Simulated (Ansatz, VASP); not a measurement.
## Two plane-wave programs on Ta2B2O

INCAR

```
PREC     = Accurate       # precision mode
ENCUT    = 520            # plane-wave cutoff, eV
EDIFF    = 1E-7           # SCF threshold, eV
ISMEAR   = 0              # smearing method
SIGMA    = 0.1            # smearing width, eV
LREAL    = F              # projectors in reciprocal space
LASPH    = T              # aspherical terms in the spheres
NELM     = 150            # most SCF steps
ALGO     = Normal         # electronic algorithm
ISIF     = 2              # what is computed and relaxed
LWAVE    = F              # write WAVECAR
LCHARG   = F              # write CHGCAR
ISPIN    = 2              # spin polarisation
MAGMOM   = 1 1 0 0 0      # initial moments
LORBIT   = 11             # projections on sites
LMAXMIX  = 4              # l up to which the mixer works
GGA      = PE             # functional
NBANDS   = 29             # bands
```

KPOINTS

```
Automatic mesh
0
Gamma
  6 6 6
```

The input POSCAR:

```
Ta2B2O
1.0
   -1.8147285200      1.8147285200      4.5924402600
    1.8147285200     -1.8147285200      4.5924402600
    1.8147285200      1.8147285200     -4.5924402600
Ta B O
2 2 1
Direct
    0.5000000000      0.0000000000      0.5000000000
    0.0000000000      0.5000000000      0.5000000000
    0.7500000000      0.2500000000      0.5000000000
    0.2500000000      0.7500000000      0.5000000000
    0.5000000000      0.5000000000      0.0000000000
```

Input for Ansatz:

```yaml
crystal:
  lattice:
    - [-1.81472852, 1.81472852, 4.59244026]
    - [1.81472852, -1.81472852, 4.59244026]
    - [1.81472852, 1.81472852, -4.59244026]
  atoms:
    - { symbol: Ta, position: [0.5, 0.0, 0.5], spin: 1.0 }
    - { symbol: Ta, position: [0.0, 0.5, 0.5], spin: 1.0 }
    - { symbol: B, position: [0.75, 0.25, 0.5] }
    - { symbol: B, position: [0.25, 0.75, 0.5] }
    - { symbol: O, position: [0.5, 0.5, 0.0] }
basis:
  ecutwfc: 420
kpoints:
  mp_grid: { grid: [6, 6, 6] }
hamiltonian:
  xc: pbe
scf:
  occupations: { method: gaussian, width: 0.1 }
  lower_state_search: "off"
output:
  forces: true
  stress: true
  eigenvalues: true
  populations: true
magnetization:
  spin_polarized: true
```

Alike in both runs: task single point; functional PBE; k mesh 6 × 6 × 6; occupations gaussian, width 0.1 eV; collinear spin.

|  | VASP | Ansatz |
| --- | --- | --- |
| version | VASP 6.6.1 | Ansatz 0.2.0 |
| potentials or method | VASP PAW PBE potentials, release 64 (Ta_pv, B, O), cutoff 520 eV | scalar-relativistic, plane waves, PAW |
| valence electrons in the cell | 34 | 38 |

```csv
,VASP,Ansatz,Ansatz less VASP
gap on the k mesh at the Fermi level (eV),none,none,-
net moment per atom (μB),0.00,0.00,0.000
```

A gap of «none» marks a metal or a gap that the smearing closes. With one functional, cell and mesh, what is left measures potentials, basis and numerics. VASP's potentials hold 34 valence electrons a cell and Ansatz's 38, so a difference there can come from the potentials and not from the codes. Ansatz's warnings: seeded moment not kept.

The k mesh is coarse, so the values compare programs but aren't converged. Spin-orbit coupling is off throughout.
